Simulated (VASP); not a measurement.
Input of a VASP 6.6.1 run:

Contents of INCAR:

```
PREC = Accurate
ENCUT = 600
EDIFF = 1E-7
ISMEAR = 0
SIGMA = 0.1
LREAL = F
LASPH = T
NELM = 120
ALGO = Normal
ISIF = 3
LWAVE = F
LCHARG = F
GGA = PE
IBRION = 2
NSW = 90
EDIFFG = -0.04
GGA_COMPAT = F
NELMIN = 4
```

The input KPOINTS:

```
Automatic mesh
0
Gamma
  6 6 2
```

Contents of POSCAR:

```
InRu2
1.0
    2.5377277700      0.0000000000      0.0000000000
   -1.2688638900      2.1977367200      0.0000000000
    0.0000000000      0.0000000000     12.4911177200
In Ru
1 2
Direct
    0.0000000000      0.0000000000      0.0000000000
    0.3333333300      0.6666666700      0.8978554600
    0.3333333300      0.6666666700      0.1021445400
```

Potentials or basis: VASP PAW PBE potentials, release 64 (In_d, Ru_sv).

The run is started by

```sh
$ cat potpaw_PBE.64/In_d/POTCAR potpaw_PBE.64/Ru_sv/POTCAR > POTCAR
$ mpirun -np 1 vasp_std > vasp.out
```

(1) Predict the relaxed cell.

(2) What does it give for the space group after relaxing (to 0.05 Å)?

Results:

(1) a = 2.807 Å, b = 2.807 Å, c = 10.833 Å, α = 90.00°, β = 90.00°, γ = 120.00°.

(2) P-6m2 (No. 187).

Caveat: the k points lie up to 0.43 Å⁻¹ apart in the final cell.
